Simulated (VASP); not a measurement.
# BN (Fmm2) in VASP: single point with PBEsol

Aim: the single point of BN with PBEsol.

All numbers are computed with VASP 6.6.1; they aren't measurements. Logs are shortened: lines on timing, memory, paths and dates and some standing lists are left out, and cuts for length are marked.

**1. The cell of the first run**

The structure is orthorhombic, space group Fmm2 (No. 42). The conventional cell has a = 2.503 Å, b = 6.991 Å, c = 4.332 Å, α = 90.00°, β = 90.00°, γ = 90.00°. B (site symmetry mm2) has 3 N at 1.44 Å within 1.9 Å. N (site symmetry mm2) has 3 B at 1.44 Å within 1.9 Å.

**2. Single point, PBEsol**

Input file INCAR:

```
SYSTEM = BN
ALGO     = Normal         ! electronic algorithm
EDIFF    = 1E-7           ! SCF threshold, eV
ENCUT    = 520            ! plane-wave cutoff, eV
GGA      = PS             ! functional
ISIF     = 2              ! what is computed and relaxed
ISMEAR   = 0              ! smearing method
LASPH    = .TRUE.         ! aspherical terms in the spheres
LCHARG   = .FALSE.        ! write CHGCAR
LREAL    = .FALSE.        ! projectors in reciprocal space
LWAVE    = .FALSE.        ! write WAVECAR
NBANDS   = 11             ! bands
NELM     = 60             ! most SCF steps
PREC     = Accurate       ! precision mode
SIGMA    = 0.01           ! smearing width, eV
```

Input file KPOINTS:

```
k-points
0
G
  8 8 8
  0 0 0
```

Input file POSCAR:

```
BN
1.0
    0.0000000000      3.4953200000      2.1660900000
    1.2516300000      0.0000000000      2.1660900000
    1.2516300000      3.4953200000      0.0000000000
B N
1 1
Direct
    0.0000500000      0.0000500000      0.9999500000
    0.6666666667      0.6666666667      0.3333333333
```

Potentials or basis: VASP PAW PBE potentials, release 64 (B, N).

Run with:

```
$ cat potpaw_PBE.64/B/POTCAR potpaw_PBE.64/N/POTCAR > POTCAR
$ mpirun -np 1 vasp_std > vasp.out
```

OUTCAR:

```text
SYSTEM = BN
   EDIFF = 1E-7
   ENCUT = 520
   GGA = PS
   ISIF = 2
   ISMEAR = 0
   LASPH = .TRUE.
   LREAL = .FALSE.
   NELM = 60
   PREC = Accurate

 ion  position               nearest neighbor table
   1  0.000  0.000  1.000-   2 1.44   2 1.44   2 1.44
   2  0.667  0.667  0.333-   1 1.44   1 1.44   1 1.44

  LATTYP: Found a face centered orthorhombic cell.
 ALAT       =     2.5032600000
 B/A-ratio  =     1.7306152777
 C/A-ratio  =     2.7926144308

  Lattice vectors:

 A1 = (  -0.0000000000,   3.4953200000,   2.1660900000)
 A2 = (  -1.2516300000,   3.4953200000,   0.0000000000)
 A3 = (  -1.2516300000,   0.0000000000,   2.1660900000)

Analysis of symmetry for initial positions (statically):
=====================================================================
 Subroutine PRICEL returns:
 Original cell was already a primitive cell.

 Routine SETGRP: Setting up the symmetry group for a
 face centered orthorhombic supercell.

 Subroutine GETGRP returns: Found  4 space group operations
 (whereof  4 operations were pure point group operations)
 out of a pool of  8 trial point group operations.

The static configuration has the point symmetry C_2v.

Analysis of symmetry for dynamics (positions and initial velocities):
=====================================================================
 Subroutine PRICEL returns:
 Original cell was already a primitive cell.

 Routine SETGRP: Setting up the symmetry group for a
 face centered orthorhombic supercell.

 Subroutine GETGRP returns: Found  4 space group operations
 (whereof  4 operations were pure point group operations)
 out of a pool of  8 trial point group operations.

The dynamic configuration has the point symmetry C_2v.

 Subroutine INISYM returns: Found  4 space group operations
 (whereof  4 operations are pure point group operations),
 and found     1 'primitive' translations

----------------------------------------------------------------------------------------

                                     Primitive cell

  volume of cell :      18.9526

  direct lattice vectors                    reciprocal lattice vectors
     0.000000000  3.495320000  2.166090000    -0.399479079  0.143048419  0.230830667
     1.251630000  0.000000000  2.166090000     0.399479079 -0.143048419  0.230830667
     1.251630000  3.495320000  0.000000000     0.399479079  0.143048419 -0.230830667

  length of vectors
     4.112080713  2.501704128  3.712659365     0.483041594  0.483041594  0.483041594

  position of ions in fractional coordinates (direct lattice)
     0.000050000  0.000050000  0.999950000
     0.666666667  0.666666667  0.333333333

  ion indices of the primitive-cell ions
   primitive index   ion index
                 1           1
                 2           2

----------------------------------------------------------------------------------------

 KPOINTS: k-points

Automatic generation of k-mesh.
 Grid dimensions read from file:
 generate k-points for:    8    8    8

 Generating k-lattice:

  Cartesian coordinates                     Fractional coordinates (reciprocal lattice)
    -0.049934885  0.017881052  0.028853833     0.125000000  0.000000000  0.000000000
     0.049934885 -0.017881052  0.028853833     0.000000000  0.125000000  0.000000000
     0.049934885  0.017881052 -0.028853833    -0.000000000 -0.000000000  0.125000000

  Length of vectors
     0.060380199  0.060380199  0.060380199

  Shift w.r.t. Gamma in fractional coordinates (k-lattice)
     0.000000000  0.000000000  0.000000000

 Subroutine IBZKPT returns following result:
 ===========================================

 Found     95 irreducible k-points:

 Following reciprocal coordinates:
            Coordinates               Weight
  0.000000  0.000000  0.000000      1.000000
  0.125000 -0.000000  0.000000      8.000000
  0.250000 -0.000000  0.000000      8.000000
  0.375000 -0.000000  0.000000      8.000000
  0.500000 -0.000000  0.000000      4.000000
  0.125000  0.125000  0.000000      2.000000
[... 16 lines left out ...]
  0.250000 -0.000000  0.125000      8.000000
  0.375000 -0.000000  0.125000      8.000000
 [... further k-points ...]
   k-points           NKPTS =     95   k-points in BZ     NKDIM =     95   number of bands    NBANDS=     11
   number of dos      NEDOS =    301   number of ions     NIONS =      2
   total plane-waves  NPLWV =  17920
   dimension x,y,z NGX =    32 NGY =   20 NGZ =   28
   dimension x,y,z NGXF=    64 NGYF=   40 NGZF=   56
   ions per type =               1   1
   NGX,Y,Z   is equivalent  to a cutoff of  12.94, 13.29, 12.54 a.u.
   NGXF,Y,Z  is equivalent  to a cutoff of  25.87, 26.58, 25.08 a.u.
 SYSTEM =  BN
   PREC   = accura    normal or accurate (medium, high low for compatibility)
   ISTART =      0    job   : 0-new  1-cont  2-samecut
   ICHARG =      2    charge: 1-file 2-atom 10-const
   ISPIN  =      1    spin polarized calculation?
   LNONCOLLINEAR =      F non collinear calculations
   LSORBIT =      F    spin-orbit coupling
   LASPH  =      T    aspherical Exc in radial PAW
   ENCUT  =  520.0 eV  38.22 Ry    6.18 a.u.   7.65  4.65  6.90*2*pi/ulx,y,z
   NELM   =     60;   NELMIN=  2; NELMDL= -5     # of ELM steps
   EDIFF  = 0.1E-06   stopping-criterion for ELM
   LREAL  =      F    real-space projection
   EDIFFG = 0.1E-05   stopping-criterion for IOM
   NSW    =      0    number of steps for IOM
   IBRION =     -1    ionic relax: 0-MD 1-quasi-New 2-CG
   NFREE  =      0    steps in history (QN), initial steepest desc. (CG)
   ISIF   =      2    stress and relaxation
   ISYM   =      2    0-nonsym 1-usesym 2-fastsym
   POTIM  = 0.5000    time-step for ionic-motion
   TEBEG  =    0.0;   TEEND  =   0.0 temperature during run
   PSTRESS=    0.0 pullay stress
   NELECT =       8.0000    total number of electrons
   NUPDOWN=      -1.0000    fix difference up-down
   EMIN   =  10.00;   EMAX   =-10.00  energy-range for DOS
   EFERMI =   0.00;   METHOD = LEGACY
   ISMEAR =     0;   SIGMA  =   0.01  broadening in eV -4-tet -1-fermi 0-gaus
   EFERMI_NEDOS =   21; number of points for ismear=-14 and -15
   IALGO  =     38    algorithm
   IMIX   =      4    mixing-type and parameters
     AMIX     =   0.40;   BMIX     =  1.00
     AMIX_MAG =   1.60;   BMIX_MAG =  1.00
  volume/ion in A,a.u.               =       9.48        63.95
  Fermi-wavevector in a.u.,A,eV,Ry     =   1.228047  2.320673 20.518942  1.508100
  Thomas-Fermi vector in A             =   2.362987
   LORBIT       =      0    0 simple, 1 ext, 2 COOP (PROOUT), +10 PAW based schemes
   GGA     = PS    functional components
   LHFCALC =     F    Hartree Fock is set to
   AEXX    =    0.0000 exact exchange contribution
   IVDW    =     0    specifies the selected vdW correction
   LEPSILON=     F    determine dielectric tensor
   LRPA    =     F    only Hartree local field effects (RPA)
 non-spin polarized calculation
 Gauss-broadening in eV      SIGMA  =   0.01
  energy-cutoff  :      520.00
  volume of cell :       18.95
 maximum number of plane-waves:       529
   NGX = 15   NGY =  9   NGZ = 13

 number of electron       8.0000000 magnetization

 Free energy of the ion-electron system (eV)
  ---------------------------------------------------
  ext. energy  EPLUGINS =         0.00000000
  ---------------------------------------------------
  free energy    TOTEN  =       -18.28320746 eV

  energy without entropy =      -18.28320746  energy(sigma->0) =      -18.28320746

 E-fermi :   2.0574     XC(G=0):  -9.9639

 val. band max:        1.9267466238   @ k =   0.5000  -0.3750   0.1250
 cond. band min:       5.6356998766   @ k =   0.0000   0.5000   0.5000
 fundamental gap:      3.7089532528
 Fermi energy:         2.0574184867

 k-point     1 :       0.0000    0.0000    0.0000
  band No.  band energies     occupation
      1     -15.9311      2.00000
      2      -2.6123      2.00000
      3       0.5015      2.00000
      4       0.5101      2.00000
      5       6.5678      0.00000
      6      13.3665      0.00000
      7      13.4256      0.00000
      8      14.8411      0.00000
      9      16.3069      0.00000
     10      27.2596      0.00000
     11      28.4713      0.00000

 k-point     2 :       0.1250   -0.0000    0.0000
  band No.  band energies     occupation
      1     -15.6196      2.00000
      2      -2.3095      2.00000
      3      -0.6900      2.00000
      4      -0.0455      2.00000
      5       7.2478      0.00000
      6      13.2310      0.00000
      7      13.7927      0.00000
      8      14.6797      0.00000
      9      17.2613      0.00000
     10      25.4728      0.00000
     11      28.0990      0.00000

 k-point     3 :       0.2500   -0.0000    0.0000
  band No.  band energies     occupation
      1     -14.7303      2.00000
      2      -3.2714      2.00000
      3      -1.3986      2.00000
      4      -1.1265      2.00000
      5       8.8218      0.00000
      6      11.3424      0.00000
      7      13.0000      0.00000
      8      17.8745      0.00000
      9      19.1646      0.00000
     10      21.9316      0.00000
     11      26.8114      0.00000

 k-point     4 :       0.3750   -0.0000    0.0000
  band No.  band energies     occupation
      1     -13.4814      2.00000
      2      -5.8502      2.00000
      3      -1.9950      2.00000
      4      -0.0387      2.00000
      5       7.9018      0.00000
      6      11.2377      0.00000
      7      13.4507      0.00000
      8      18.9933      0.00000
      9      21.2586      0.00000
     10      21.6477      0.00000
     11      25.3612      0.00000
[... 239 lines left out ...]
 k-point    22 :       0.1250    0.0000    0.1250
  band No.  band energies     occupation
      1     -15.9028      2.00000
      2      -2.9091      2.00000
      3       0.5026      2.00000
      4       0.5066      2.00000
      5       7.1764      0.00000
      6      13.3708      0.00000
      7      13.4094      0.00000
      8      14.7608      0.00000
      9      16.4021      0.00000
     10      27.0632      0.00000
     11      27.8745      0.00000

 k-point    23 :       0.2500   -0.0000    0.1250
  band No.  band energies     occupation
      1     -15.5686      2.00000
      2      -2.8166      2.00000
      3      -0.6874      2.00000
      4      -0.0455      2.00000
      5       8.3099      0.00000
      6      13.1948      0.00000
      7      13.9168      0.00000
      8      14.6826      0.00000
      9      17.2108      0.00000
     10      25.4450      0.00000
     11      27.6330      0.00000

 k-point    24 :       0.3750   -0.0000    0.1250
  band No.  band energies     occupation
      1     -14.6711      2.00000
      2      -3.2878      2.00000
      3      -1.9481      2.00000
      4      -1.1266      2.00000
      5       9.5912      0.00000
      6      12.0218      0.00000
      7      13.2560      0.00000
      8      17.8745      0.00000
      9      18.6995      0.00000
     10      22.4595      0.00000
     11      26.7410      0.00000

 [... further k-points ...]

------------------------ aborting loop because EDIFF is reached ----------------------------------------

  FORCE on cell =-STRESS in cart. coord.  units (eV):
  Direction    XX          YY          ZZ          XY          YZ          ZX
  --------------------------------------------------------------------------------------
  -------------------------------------------------------------------------------------
  Total        0.1445534      0.0088403      0.1507932      0.0000000      0.0000000      0.0000000
  in kB       12.2199542      0.7473185     12.7474351      0.0000000      0.0000000      0.0000000
  external PRESSURE =       8.5715693 kB  Pullay stress =       0.0000000 kB

 VOLUME and BASIS-vectors are now :
 -----------------------------------------------------------------------------
  energy-cutoff  :      520.00
  volume of cell :       18.95
      direct lattice vectors                 reciprocal lattice vectors
     0.000000000  3.495320000  2.166090000    -0.399479079  0.143048419  0.230830667
     1.251630000  0.000000000  2.166090000     0.399479079 -0.143048419  0.230830667
     1.251630000  3.495320000  0.000000000     0.399479079  0.143048419 -0.230830667

 POSITION                                       TOTAL-FORCE (eV/Angst)
 -----------------------------------------------------------------------------------
      1.25163      3.49532      0.00022         0.000000      0.000000      0.012649
      1.25163      3.49532      2.88812         0.000000      0.000000     -0.012649
 -----------------------------------------------------------------------------------
    total drift:                                0.000006     -0.000011     -0.000065

  FREE ENERGIE OF THE ION-ELECTRON SYSTEM (eV)
  ---------------------------------------------------
  free  energy   TOTEN  =       -18.2832074586 eV

  energy  without entropy=      -18.2832074586  energy(sigma->0) =      -18.28320746
```

It took 15 s on 1 thread of Intel Xeon Platinum 8259CL at 2.50GHz (Skylake/Cascade Lake), shared host; peak memory 0.15 GiB.

Results:

- Free energy: -18.2832 eV
- Pressure: 0.9 GPa
- Largest force: 0.013 eV/Å
- Band gap on the k mesh: 3.71 eV, indirect (least direct gap 4.74 eV)

Forces in eV/Å, atoms in the order of the input:
```
B    0.000  0.000  0.013
N    0.000  0.000 -0.013
```

Stress tensor (GPa, compression positive):
```
1.22 0.00 0.00
0.00 0.07 0.00
0.00 0.00 1.27
```

Levels at points of the mesh, in eV from the valence-band top:
```csv
k point,band 2,band 3,band 4,band 5,band 6,band 7
"(0.00, 0.00, 0.00)",-4.54,-1.43,-1.42,4.64,11.44,11.50
"(0.50, 0.00, 0.00)",-9.03,-4.24,-1.05,4.52,9.72,13.10
"(0.50, 0.50, 0.00)",-9.12,-4.23,-0.55,5.69,9.29,11.98
"(0.50, 0.00, 0.50)",-6.22,-1.44,-1.42,9.41,11.39,11.46
"(0.00, 0.50, 0.50)",-8.93,-4.27,-1.51,3.71,9.80,14.28
```

Caveat: the PAW data sets were made with another functional, which shifts forces and pressure a little. A k mesh can miss the band edges.
